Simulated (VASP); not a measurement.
# Rh (Fm-3m) in VASP: notebook

Rh is run at these levels: LDA; tasks: single point.

Program: VASP 6.6.1. These are calculated values, not measurements. Logs are shortened: lines on timing, memory, paths and dates and some standing lists are left out, and cuts for length are marked.

## Step 1: The cell of the first run

Symmetry: Fm-3m, No. 225, cubic system. The conventional cell has a = 3.754 Å, b = 3.754 Å, c = 3.754 Å, α = 90.00°, β = 90.00°, γ = 90.00°. Within 3.5 Å of Rh (site symmetry m-3m) lie 12 Rh at 2.65 Å.

## Step 2: Single point, LDA, collinear spin, ferromagnetic start (13.23 Å³/atom)

Contents of INCAR:

```
PREC = Accurate ; ENCUT = 520
EDIFF = 1E-6 ; ISMEAR = 0
SIGMA = 0.15 ; LREAL = False
LASPH = True ; NELM = 150
ALGO = Fast ; ISIF = 2
LWAVE = False ; LCHARG = False
ISPIN = 2 ; MAGMOM = 0.5
LORBIT = 11 ; NUPDOWN = 0.5
LMAXMIX = 4 ; GGA = CA
NBANDS = 18
```

Contents of KPOINTS:

```
Automatic mesh
0
Gamma
  22 22 22
```

Contents of POSCAR:

```
Rh
1.0
    0.0000000000      1.8770352617      1.8770352617
    1.8770352617      0.0000000000      1.8770352617
    1.8770352617      1.8770352617      0.0000000000
Rh
1
Direct
    0.0000000000      0.0000000000      0.0000000000
```

Potentials or basis: VASP PAW LDA potentials, release 64 (Rh_pv).

Started as:

```sh
$ cat potpaw_LDA.64/Rh_pv/POTCAR > POTCAR
$ mpirun -np 1 vasp_std > vasp.out
```

OUTCAR:

```text
PREC = Accurate
   ENCUT = 520
   EDIFF = 1E-6
   ISMEAR = 0
   LREAL = False
   LASPH = True
   NELM = 150
   ISIF = 2
   ISPIN = 2
   LORBIT = 11
   NUPDOWN = 0.5
   GGA = CA

 ion  position               nearest neighbor table
   1  0.000  0.000  0.000-

  LATTYP: Found a face centered cubic cell.
 ALAT       =     3.7540705234

  Lattice vectors:

 A1 = (   0.0000000000,   1.8770352617,   1.8770352617)
 A2 = (   1.8770352617,   0.0000000000,   1.8770352617)
 A3 = (   1.8770352617,   1.8770352617,   0.0000000000)

Analysis of symmetry for initial positions (statically):
=====================================================================
 Subroutine PRICEL returns:
 Original cell was already a primitive cell.

 Routine SETGRP: Setting up the symmetry group for a
 face centered cubic supercell.

 Subroutine GETGRP returns: Found 48 space group operations
 (whereof 48 operations were pure point group operations)
 out of a pool of 48 trial point group operations.

The static configuration has the point symmetry O_h .

Analysis of symmetry for dynamics (positions and initial velocities):
=====================================================================
 Subroutine PRICEL returns:
 Original cell was already a primitive cell.

 Routine SETGRP: Setting up the symmetry group for a
 face centered cubic supercell.

 Subroutine GETGRP returns: Found 48 space group operations
 (whereof 48 operations were pure point group operations)
 out of a pool of 48 trial point group operations.

The dynamic configuration has the point symmetry O_h .

Analysis of structural, dynamic, and magnetic symmetry:
=====================================================================
 Subroutine PRICEL returns:
 Original cell was already a primitive cell.

 Routine SETGRP: Setting up the symmetry group for a
 face centered cubic supercell.

 Subroutine GETGRP returns: Found 48 space group operations
 (whereof 48 operations were pure point group operations)
 out of a pool of 48 trial point group operations.

The overall configuration has the point symmetry O_h .

 Subroutine INISYM returns: Found 48 space group operations
 (whereof 48 operations are pure point group operations),
 and found     1 'primitive' translations

----------------------------------------------------------------------------------------

                                     Primitive cell

  volume of cell :      13.2266

  direct lattice vectors                    reciprocal lattice vectors
     0.000000000  1.877035262  1.877035262    -0.266377521  0.266377521  0.266377521
     1.877035262  0.000000000  1.877035262     0.266377521 -0.266377521  0.266377521
     1.877035262  1.877035262  0.000000000     0.266377521  0.266377521 -0.266377521

  length of vectors
     2.654528724  2.654528724  2.654528724     0.461379401  0.461379401  0.461379401

  position of ions in fractional coordinates (direct lattice)
     0.000000000  0.000000000  0.000000000

  ion indices of the primitive-cell ions
   primitive index   ion index
                 1           1

----------------------------------------------------------------------------------------

 KPOINTS: Automatic mesh

Automatic generation of k-mesh.
 Grid dimensions read from file:
 generate k-points for:   22   22   22

 Generating k-lattice:

  Cartesian coordinates                     Fractional coordinates (reciprocal lattice)
    -0.012108069  0.012108069  0.012108069     0.045454545  0.000000000  0.000000000
     0.012108069 -0.012108069  0.012108069     0.000000000  0.045454545  0.000000000
     0.012108069  0.012108069 -0.012108069     0.000000000  0.000000000  0.045454545

  Length of vectors
     0.020971791  0.020971791  0.020971791

  Shift w.r.t. Gamma in fractional coordinates (k-lattice)
     0.000000000  0.000000000  0.000000000

 Subroutine IBZKPT returns following result:
 ===========================================

 Found    328 irreducible k-points:

 Following reciprocal coordinates:
            Coordinates               Weight
  0.000000  0.000000  0.000000      1.000000
  0.045455  0.000000  0.000000      8.000000
  0.090909  0.000000  0.000000      8.000000
  0.136364  0.000000  0.000000      8.000000
  0.181818  0.000000  0.000000      8.000000
  0.227273  0.000000  0.000000      8.000000
[... 16 lines left out ...]
  0.500000  0.045455  0.000000     24.000000
 -0.454545  0.045455  0.000000     24.000000
 [... further k-points ...]
   k-points           NKPTS =    328   k-points in BZ     NKDIM =    328   number of bands    NBANDS=     18
   number of dos      NEDOS =    301   number of ions     NIONS =      1
   total plane-waves  NPLWV =   8000
   dimension x,y,z NGX =    20 NGY =   20 NGZ =   20
   dimension x,y,z NGXF=    40 NGYF=   40 NGZF=   40
   ions per type =               1
   NGX,Y,Z   is equivalent  to a cutoff of  12.53, 12.53, 12.53 a.u.
   NGXF,Y,Z  is equivalent  to a cutoff of  25.05, 25.05, 25.05 a.u.
 SYSTEM =  unknown system
   PREC   = accura    normal or accurate (medium, high low for compatibility)
   ISTART =      0    job   : 0-new  1-cont  2-samecut
   ICHARG =      2    charge: 1-file 2-atom 10-const
   ISPIN  =      2    spin polarized calculation?
   LNONCOLLINEAR =      F non collinear calculations
   LSORBIT =      F    spin-orbit coupling
   LASPH  =      T    aspherical Exc in radial PAW
   ENCUT  =  520.0 eV  38.22 Ry    6.18 a.u.   4.94  4.94  4.94*2*pi/ulx,y,z
   NELM   =    150;   NELMIN=  2; NELMDL= -5     # of ELM steps
   EDIFF  = 0.1E-05   stopping-criterion for ELM
   LREAL  =      F    real-space projection
   EDIFFG = 0.1E-04   stopping-criterion for IOM
   NSW    =      0    number of steps for IOM
   IBRION =     -1    ionic relax: 0-MD 1-quasi-New 2-CG
   NFREE  =      0    steps in history (QN), initial steepest desc. (CG)
   ISIF   =      2    stress and relaxation
   ISYM   =      2    0-nonsym 1-usesym 2-fastsym
   POTIM  = 0.5000    time-step for ionic-motion
   TEBEG  =    0.0;   TEEND  =   0.0 temperature during run
   PSTRESS=    0.0 pullay stress
   NELECT =      15.0000    total number of electrons
   NUPDOWN=       0.5000    fix difference up-down
   EMIN   =  10.00;   EMAX   =-10.00  energy-range for DOS
   EFERMI =   0.00;   METHOD = LEGACY
   ISMEAR =     0;   SIGMA  =   0.15  broadening in eV -4-tet -1-fermi 0-gaus
   EFERMI_NEDOS =   21; number of points for ismear=-14 and -15
   IALGO  =     68    algorithm
   IMIX   =      4    mixing-type and parameters
     AMIX     =   0.40;   BMIX     =  1.00
     AMIX_MAG =   1.60;   BMIX_MAG =  1.00
  volume/ion in A,a.u.               =      13.23        89.26
  Fermi-wavevector in a.u.,A,eV,Ry     =   1.707220  3.226178 39.655542  2.914600
  Thomas-Fermi vector in A             =   2.786112
   LORBIT       =     11    0 simple, 1 ext, 2 COOP (PROOUT), +10 PAW based schemes
   GGA     = CA    functional components
   LHFCALC =     F    Hartree Fock is set to
   AEXX    =    0.0000 exact exchange contribution
   IVDW    =     0    specifies the selected vdW correction
   LEPSILON=     F    determine dielectric tensor
   LRPA    =     F    only Hartree local field effects (RPA)
 spin polarized calculation
 RMM-DIIS sequential band-by-band and
 Gauss-broadening in eV      SIGMA  =   0.15
  energy-cutoff  :      520.00
  volume of cell :       13.23
 maximum number of plane-waves:       367
   NGX =  9   NGY =  9   NGZ =  9

 number of electron      15.0000002 magnetization       0.5000000

 Free energy of the ion-electron system (eV)
  ---------------------------------------------------
  ext. energy  EPLUGINS =         0.00000000
  ---------------------------------------------------
  free energy    TOTEN  =        -8.62921135 eV

  energy without entropy =       -8.61360386  energy(sigma->0) =       -8.62140760

 E-fermi :  12.1694     XC(G=0): -14.5971

 val. band max:       12.6513712758   @ k =  -0.4545   0.4545   0.0000
 cond. band min:      12.1769089601   @ k =   0.5000   0.3636   0.1364
 fundamental gap:     -0.4744623157
 Fermi energy:        12.6573792425

 spin component 1

 k-point     1 :       0.0000    0.0000    0.0000
  band No.  band energies     occupation
      1     -33.9451      1.00000
      2     -33.9451      1.00000
      3     -33.9451      1.00000
      4       4.0673      1.00000
      5       9.0098      1.00000
      6       9.0098      1.00000
[... 10 lines left out ...]
     17      45.7153      0.00000
     18      45.7153      0.00000

 k-point     2 :       0.0455    0.0000    0.0000
  band No.  band energies     occupation
      1     -33.9630      1.00000
      2     -33.9475      1.00000
      3     -33.9475      1.00000
      4       4.1544      1.00000
      5       8.9698      1.00000
      6       9.0449      1.00000
[... 10 lines left out ...]
     17      45.4330      0.00000
     18      45.4330      0.00000

 k-point     3 :       0.0909    0.0000    0.0000
  band No.  band energies     occupation
      1     -34.0151      1.00000
      2     -33.9544      1.00000
      3     -33.9544      1.00000
      4       4.4081      1.00000
      5       8.8633      1.00000
      6       9.1414      1.00000
[... 10 lines left out ...]
     17      44.6005      0.00000
     18      44.6005      0.00000

 k-point     4 :       0.1364    0.0000    0.0000
  band No.  band energies     occupation
      1     -34.0966      1.00000
      2     -33.9654      1.00000
      3     -33.9654      1.00000
      4       4.8011      1.00000
      5       8.7323      1.00000
      6       9.2706      1.00000
[... 375 lines left out ...]
      4       5.9417      1.00000
      5       8.9017      1.00000
      6       9.0383      1.00000
[... 10 lines left out ...]
     17      44.3351      0.00000
     18      50.8887      0.00000

 k-point    23 :       0.5000    0.0455    0.0000
  band No.  band energies     occupation
      1     -34.7871      1.00000
      2     -34.0726      1.00000
      3     -34.0657      1.00000
      4       5.9055      1.00000
      5       8.8683      1.00000
      6       8.9911      1.00000
[... 10 lines left out ...]
     17      45.4432      0.00000
     18      51.3317      0.00000

 k-point    24 :      -0.4545    0.0455    0.0000
  band No.  band energies     occupation
      1     -34.7816      1.00000
      2     -34.0750      1.00000
      3     -34.0618      1.00000
      4       5.9138      1.00000
      5       8.8852      1.00000
      6       8.9901      1.00000
[... 10 lines left out ...]
     17      45.2162      0.00000
     18      51.7125      0.00000

 [... further k-points ...]

 spin component 2

 k-point     1 :       0.0000    0.0000    0.0000
  band No.  band energies     occupation
      1     -33.5847      1.00000
      2     -33.5847      1.00000
      3     -33.5847      1.00000
      4       4.1816      1.00000
      5       9.3055      1.00000
      6       9.3055      1.00000
[... 10 lines left out ...]
     17      45.8817      0.00000
     18      45.8817      0.00000

 k-point     2 :       0.0455    0.0000    0.0000
  band No.  band energies     occupation
      1     -33.6028      1.00000
      2     -33.5872      1.00000
      3     -33.5872      1.00000
      4       4.2689      1.00000
      5       9.2642      1.00000
      6       9.3408      1.00000
[... 10 lines left out ...]
     17      45.5999      0.00000
     18      45.5999      0.00000

 k-point     3 :       0.0909    0.0000    0.0000
  band No.  band energies     occupation
      1     -33.6554      1.00000
      2     -33.5942      1.00000
      3     -33.5942      1.00000
      4       4.5231      1.00000
      5       9.1540      1.00000
      6       9.4381      1.00000
[... 10 lines left out ...]
     17      44.7685      0.00000
     18      44.7685      0.00000

 k-point     4 :       0.1364    0.0000    0.0000
  band No.  band energies     occupation
      1     -33.7378      1.00000
      2     -33.6052      1.00000
      3     -33.6052      1.00000
      4       4.9180      1.00000
      5       9.0163      1.00000
      6       9.5685      1.00000
[... 375 lines left out ...]
      4       6.1620      1.00000
      5       9.2013      1.00000
      6       9.3401      1.00000
[... 10 lines left out ...]
     17      44.4589      0.00000
     18      51.0837      0.00000

 k-point    23 :       0.5000    0.0455    0.0000
  band No.  band energies     occupation
      1     -34.4345      1.00000
      2     -33.7132      1.00000
      3     -33.7062      1.00000
      4       6.1275      1.00000
      5       9.1675      1.00000
      6       9.2926      1.00000
[... 10 lines left out ...]
     17      45.5673      0.00000
     18      51.4641      0.00000

 k-point    24 :      -0.4545    0.0455    0.0000
  band No.  band energies     occupation
      1     -34.4289      1.00000
      2     -33.7156      1.00000
      3     -33.7023      1.00000
      4       6.1355      1.00000
      5       9.1844      1.00000
      6       9.2917      1.00000
[... 10 lines left out ...]
     17      45.3410      0.00000
     18      51.8489      0.00000

 [... further k-points ...]
[... 5 lines left out ...]
  --------------------------------------------------------------------------------------
  -------------------------------------------------------------------------------------
  Total        0.2542278      0.2542278      0.2542278      0.0000000      0.0000000      0.0000000
  in kB       30.7954317     30.7954317     30.7954317      0.0000000      0.0000000      0.0000000
  external PRESSURE =      30.7954317 kB  Pullay stress =       0.0000000 kB

 VOLUME and BASIS-vectors are now :
 -----------------------------------------------------------------------------
  energy-cutoff  :      520.00
  volume of cell :       13.23
      direct lattice vectors                 reciprocal lattice vectors
     0.000000000  1.877035262  1.877035262    -0.266377521  0.266377521  0.266377521
     1.877035262  0.000000000  1.877035262     0.266377521 -0.266377521  0.266377521
     1.877035262  1.877035262  0.000000000     0.266377521  0.266377521 -0.266377521

 POSITION                                       TOTAL-FORCE (eV/Angst)
 -----------------------------------------------------------------------------------
      0.00000      0.00000      0.00000        -0.000000     -0.000000      0.000000
 -----------------------------------------------------------------------------------
    total drift:                                0.000000      0.000000      0.000000

  FREE ENERGIE OF THE ION-ELECTRON SYSTEM (eV)
  ---------------------------------------------------
  free  energy   TOTEN  =        -8.6292113462 eV

  energy  without entropy=       -8.6136038563  energy(sigma->0) =       -8.62140760

 total charge

# of ion       s       p       d       tot
------------------------------------------
    1        0.432   6.328   7.102  13.863

 magnetization (x)

# of ion       s       p       d       tot
------------------------------------------
    1        0.001   0.004   0.483   0.488
```

It took 60 s on 1 thread of Intel Xeon 6975P-C (Granite Rapids), shared host; peak memory 0.21 GiB.

Results:

- Free energy: -8.6292 eV
- Pressure: 3.1 GPa
- Net moment: 0.50 μB per cell
- Site moments: Rh +0.49 μB
- Valence electrons inside the program's atomic spheres: Rh 13.86

Caveat: the cell stands under pressure; the total moment is fixed, so each spin has its own Fermi level.

(Continued in part 2 of 2.)
